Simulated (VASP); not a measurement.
# SnS2 (P-3m1) in VASP: a series of runs, part 2 of 2

VASP 6.6.1. The steps go on from the part before.

### Step 3. Single point, PBE+D3(BJ)

This run uses another cell than the first one, of 22.57 Å³/atom.

INCAR

```
SYSTEM = SnS2
  ALGO = Normal
  EDIFF = 1E-6
  ENCUT = 500
  GGA = PE
  GGA_COMPAT = .FALSE.
  ISIF = 2
  ISMEAR = 0
  IVDW = 12
  LASPH = .TRUE.
  LCHARG = .FALSE.
  LREAL = .FALSE.
  LWAVE = .FALSE.
  NBANDS = 20
  NELM = 120
  PREC = Accurate
  SIGMA = 0.01
```

KPOINTS

```
k-points
0
G
  6 6 4
  0 0 0
```

POSCAR

```
SnS2
1.0
    3.6703706659      0.0000000000      0.0000000000
   -1.8351853329      3.1786342379      0.0000000000
    0.0000000000      0.0000000000      5.8041329737
Sn S
1 2
Direct
    0.0000000000      0.0000000000      0.0000000000
    0.3333333333      0.6666666667      0.2545027827
    0.6666666667      0.3333333333      0.7454972173
```

Potentials or basis: VASP PAW PBE potentials, release 64 (Sn_d, S).

Run with:

```
$ cat potpaw_PBE.64/Sn_d/POTCAR potpaw_PBE.64/S/POTCAR > POTCAR
$ mpirun -np 1 vasp_std > vasp.out
```

OUTCAR:

```text
SYSTEM = SnS2
   EDIFF = 1E-6
   ENCUT = 500
   GGA = PE
   ISIF = 2
   ISMEAR = 0
   IVDW = 12
   LASPH = .TRUE.
   LREAL = .FALSE.
   NELM = 120
   PREC = Accurate
 IVDW          = 12

 ion  position               nearest neighbor table
   1  0.000  0.000  0.000-   2 2.58   3 2.58   2 2.58   3 2.58   3 2.58   2 2.58
   2  0.333  0.667  0.255-   1 2.58   1 2.58   1 2.58
   3  0.667  0.333  0.745-   1 2.58   1 2.58   1 2.58

  LATTYP: Found a hexagonal cell.
 ALAT       =     3.6703706659
 C/A-ratio  =     1.5813479079

  Lattice vectors:

 A1 = (   3.6703706659,   0.0000000000,   0.0000000000)
 A2 = (  -1.8351853329,   3.1786342379,   0.0000000000)
 A3 = (   0.0000000000,   0.0000000000,   5.8041329737)

Analysis of symmetry for initial positions (statically):
=====================================================================
 Subroutine PRICEL returns:
 Original cell was already a primitive cell.

 Routine SETGRP: Setting up the symmetry group for a
 hexagonal supercell.

 Subroutine GETGRP returns: Found 12 space group operations
 (whereof 12 operations were pure point group operations)
 out of a pool of 24 trial point group operations.

The static configuration has the point symmetry D_3d.

Analysis of symmetry for dynamics (positions and initial velocities):
=====================================================================
 Subroutine PRICEL returns:
 Original cell was already a primitive cell.

 Routine SETGRP: Setting up the symmetry group for a
 hexagonal supercell.

 Subroutine GETGRP returns: Found 12 space group operations
 (whereof 12 operations were pure point group operations)
 out of a pool of 24 trial point group operations.

The dynamic configuration has the point symmetry D_3d.

[... 112 lines left out ...]
   EMIN   =  10.00;   EMAX   =-10.00  energy-range for DOS
   EFERMI =   0.00;   METHOD = LEGACY
   ISMEAR =     0;   SIGMA  =   0.01  broadening in eV -4-tet -1-fermi 0-gaus
   EFERMI_NEDOS =   21; number of points for ismear=-14 and -15
   IALGO  =     38    algorithm
   IMIX   =      4    mixing-type and parameters
     AMIX     =   0.40;   BMIX     =  1.00
     AMIX_MAG =   1.60;   BMIX_MAG =  1.00
  volume/ion in A,a.u.               =      22.57       152.32
  Fermi-wavevector in a.u.,A,eV,Ry     =   1.189880  2.248548 19.263340  1.415816
  Thomas-Fermi vector in A             =   2.325978
   LORBIT       =      0    0 simple, 1 ext, 2 COOP (PROOUT), +10 PAW based schemes
   GGA     = PE    functional components
   LHFCALC =     F    Hartree Fock is set to
   AEXX    =    0.0000 exact exchange contribution
   IVDW    =    12    specifies the selected vdW correction
   LEPSILON=     F    determine dielectric tensor
   LRPA    =     F    only Hartree local field effects (RPA)
 non-spin polarized calculation
 Gauss-broadening in eV      SIGMA  =   0.01
  energy-cutoff  :      500.00
  volume of cell :       67.72
 maximum number of plane-waves:      1743
 NGX is ok and might be reduce to    28
   NGX = 13   NGY = 13   NGZ = 21

 number of electron      25.9999997 magnetization

 Free energy of the ion-electron system (eV)
  ---------------------------------------------------
  ext. energy  EPLUGINS =         0.00000000
  ---------------------------------------------------
  free energy    TOTEN  =       -13.14863445 eV

  energy without entropy =      -13.14863445  energy(sigma->0) =      -13.14863445

 E-fermi :   4.9604     XC(G=0):  -9.6596

 val. band max:        4.8355349971   @ k =   0.0000   0.0000   0.0000
 cond. band min:       6.1690578704   @ k =   0.5000  -0.0000   0.2500
 fundamental gap:      1.3335228733
 Fermi energy:         4.9603915338

 k-point     1 :       0.0000    0.0000    0.0000
  band No.  band energies     occupation
      1     -16.1972      2.00000
      2     -16.1972      2.00000
      3     -16.1593      2.00000
      4     -16.1328      2.00000
      5     -16.1328      2.00000
      6      -8.9746      2.00000
[... 541 lines left out ...]
     19      14.4040      0.00000
     20      14.4074      0.00000

------------------------ aborting loop because EDIFF is reached ----------------------------------------

 Edisp (eV)   -0.98427

 E8    (eV) :    -0.4022

  FORCE on cell =-STRESS in cart. coord.  units (eV):
  Direction    XX          YY          ZZ          XY          YZ          ZX
  --------------------------------------------------------------------------------------
  -------------------------------------------------------------------------------------
  Total      -0.03515    -0.03515    -0.03105    -0.00000     0.00000     0.00000
  in kB      -0.83171    -0.83171    -0.73463    -0.00000     0.00000     0.00000
  external pressure =       -0.80 kB  Pullay stress =        0.00 kB

 VOLUME and BASIS-vectors are now :
 -----------------------------------------------------------------------------
  energy-cutoff  :      500.00
  volume of cell :       67.72
      direct lattice vectors                 reciprocal lattice vectors
     3.670370666  0.000000000  0.000000000     0.272452047  0.157300262  0.000000000
    -1.835185333  3.178634238  0.000000000     0.000000000  0.314600525  0.000000000
     0.000000000  0.000000000  5.804132974     0.000000000  0.000000000  0.172291022

 POSITION                                       TOTAL-FORCE (eV/Angst)
 -----------------------------------------------------------------------------------
      0.00000      0.00000      0.00000        -0.000000      0.000000      0.000000
     -0.00000      2.11909      1.47717         0.000000     -0.000000     -0.004719
      1.83519      1.05954      4.32696        -0.000000      0.000000      0.004719
 -----------------------------------------------------------------------------------
    total drift:                               -0.000000     -0.000000      0.000000

  FREE ENERGIE OF THE ION-ELECTRON SYSTEM (eV)
  ---------------------------------------------------
  free  energy   TOTEN  =       -14.1329060816 eV

  energy  without entropy=      -14.1329060816  energy(sigma->0) =      -14.13290608
```

Wall time 46 s (1 thread of Intel Xeon 8259CL, shared host); peak memory 0.2 GiB.

What came out:

| Property | Result |
| --- | --- |
| Free energy | -14.1329 eV |
| Pressure | -0.1 GPa |
| Largest force | 0.005 eV/Å |
| Band gap on the k mesh | 1.33 eV (least direct gap 1.73 eV) |
| Dispersion energy per atom | -0.328 eV |

Forces on the atoms (eV/Å):
```
Sn   0.000  0.000  0.000
S    0.000  0.000 -0.005
S    0.000  0.000  0.005
```

Levels at points of the mesh, in eV from the valence-band top:
```tsv
k point	band 11	band 12	band 13	band 14	band 15	band 16
(0.00, 0.00, 0.00)	-0.50	-0.50	0.00	1.73	3.52	5.31
(0.50, 0.00, 0.00)	-2.62	-1.18	-0.36	1.63	4.35	5.81
(0.00, 0.00, 0.50)	-0.84	-0.33	-0.33	2.96	3.59	5.01
(0.50, 0.00, 0.50)	-1.84	-0.83	-0.78	1.38	4.59	5.44
```

Caveat: spin-orbit coupling is left out, which moves the levels of the heavy elements. A k mesh can miss the band edges.

### Step 4. Single point, PBE

This run uses another cell than the first one, of 27.48 Å³/atom.

INCAR

```
PREC     = Accurate       # precision mode
ENCUT    = 500            # plane-wave cutoff, eV
EDIFF    = 1E-6           # SCF threshold, eV
ISMEAR   = 0              # smearing method
SIGMA    = 0.01           # smearing width, eV
LREAL    = F              # projectors in reciprocal space
LASPH    = T              # aspherical terms in the spheres
NELM     = 120            # most SCF steps
ALGO     = Normal         # electronic algorithm
ISIF     = 2              # what is computed and relaxed
LWAVE    = F              # write WAVECAR
LCHARG   = F              # write CHGCAR
GGA      = PE             # functional
NBANDS   = 20             # bands
GGA_COMPAT= F
```

KPOINTS

```
regular mesh
0
Gamma
  6 6 4
```

POSCAR

```
SnS2
1.0
    3.7044351681      0.0000000000      0.0000000000
   -1.8522175841      3.2081349623      0.0000000000
    0.0000000000      0.0000000000      6.9371377053
Sn S
1 2
Direct
    0.0000000000      0.0000000000      0.0000000000
    0.3333333333      0.6666666667      0.2129087019
    0.6666666667      0.3333333333      0.7870912981
```

Run with:

```
$ cat potpaw_PBE.64/Sn_d/POTCAR potpaw_PBE.64/S/POTCAR > POTCAR
$ mpirun -np 1 vasp_std > vasp.out
```

It took 61 s on 1 thread of Intel Xeon 8259CL, shared host; peak memory 0.2 GiB.

The run converged. Its results:

```yaml
Free_energy: -13.2179 eV
Pressure: -0.1 GPa
Largest_force: 0.006 eV/Å
Band_gap_on_the_k_mesh: 1.54 eV (least direct gap 1.80 eV)
```

Forces on the atoms (eV/Å):
```
Sn   0.000  0.000  0.000
S    0.000  0.000 -0.006
S    0.000  0.000  0.006
```

Levels at points of the mesh, in eV from the valence-band top:
| k point | band 9 | band 10 | band 11 | band 12 | band 13 | band 14 | band 15 | band 16 | band 17 | band 18 |
| --- | --- | --- | --- | --- | --- | --- | --- | --- | --- | --- |
| (0.00, 0.00, 0.00) | -0.47 | -0.47 | -0.41 | -0.12 | -0.12 | 2.06 | 3.79 | 5.42 | 5.42 | 7.70 |
| (0.50, 0.00, 0.00) | -4.12 | -2.19 | -2.03 | -0.48 | -0.22 | 1.61 | 4.71 | 6.42 | 6.54 | 7.01 |
| (0.00, 0.00, 0.50) | -1.06 | -0.48 | -0.48 | -0.10 | -0.10 | 2.62 | 3.78 | 5.38 | 5.38 | 7.87 |
| (0.50, 0.00, 0.50) | -4.20 | -2.17 | -1.82 | -0.44 | -0.26 | 1.54 | 4.85 | 6.04 | 6.43 | 6.72 |

Caveat: spin-orbit coupling is left out, which moves the levels of the heavy elements; this functional lacks dispersion, which binds the layers, so the pressure and a relaxed spacing across them are unreliable. A k mesh can miss the band edges.

### Step 5. Overview

```tsv
level	potentials or basis	cell	gap on the mesh (eV)	pressure (GPa)
LDA	VASP PAW LDA potentials, release 64 (Sn_d, S)	a = 3.634, b = 3.634, c = 5.703 Å, angles 90.0, 90.0, 120.0°, 3 atoms, atomic positions A	1.17	0.0
PBE+D3(BJ)	VASP PAW PBE potentials, release 64 (Sn_d, S)	a = 3.670, b = 3.670, c = 5.804 Å, angles 90.0, 90.0, 120.0°, 3 atoms, atomic positions B	1.33	-0.1
PBE	VASP PAW PBE potentials, release 64 (Sn_d, S)	a = 3.704, b = 3.704, c = 6.937 Å, angles 90.0, 90.0, 120.0°, 3 atoms, atomic positions C	1.54	-0.1
```

Alike in all rows: task single point; no spin polarisation; k mesh 6 × 6 × 4; cutoff (eV) 500; smearing gaussian 0.01 eV.

Caveats: spin-orbit coupling is left out, which moves the levels of the heavy elements; this functional lacks dispersion, which binds the layers, so the pressure and a relaxed spacing across them are unreliable (at least some runs).

Absolute energies hang on the potentials; compare differences alone.
